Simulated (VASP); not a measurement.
Crystal: KBr.

```
Br K
1.0
     0.00000    3.30000    3.30000
     3.30000    0.00000    3.30000
     3.30000    3.30000    0.00000
Br K
1 1
Direct
  0.50000 0.50000 0.50000
  0.00000 0.00000 0.00000
```

| Quantity | Value |
| --- | --- |
| Program | VASP 6.6.1 |
| Task | relaxation of cell and atoms |
| Functional | HF |
| Potentials or basis | VASP PAW PBE potentials, release 64 (Br, K_sv) |
| Cutoff | 600 eV |
| k mesh | 4 × 4 × 4 |
| Occupations | gaussian, width 0.1 eV |
| Spin | no spin polarisation |

At the start: pressure 2.0 GPa; volume 35.94 Å³/atom.

Task: How do energy, volume and symmetry change on relaxing?

Result: Over 4 steps the energy falls by 25.2 meV/atom and the volume is 40.48 Å³/atom (+12.6 %); space group Fm-3m (No. 225, to 0.1 Å) before and after.

Step by step:
```csv
step,energy change (eV),largest force (eV/Å),pressure (GPa),volume (Å³)
1,0.0000,0.0000,2.00,71.87
2,-0.0404,0.0000,0.78,76.64
3,-0.0502,0.0000,-0.11,81.63
4,-0.0504,0.0000,-0.01,80.96
```

Final structure:
```
Br K
1.0
     0.00000    3.43361    3.43361
     3.43361    0.00000    3.43361
     3.43361    3.43361    0.00000
Br K
1 1
Direct
  0.50000 0.50000 0.50000
  0.00000 0.00000 0.00000
```

Caveat: the PAW data sets were made with another functional, which shifts forces and pressure a little.
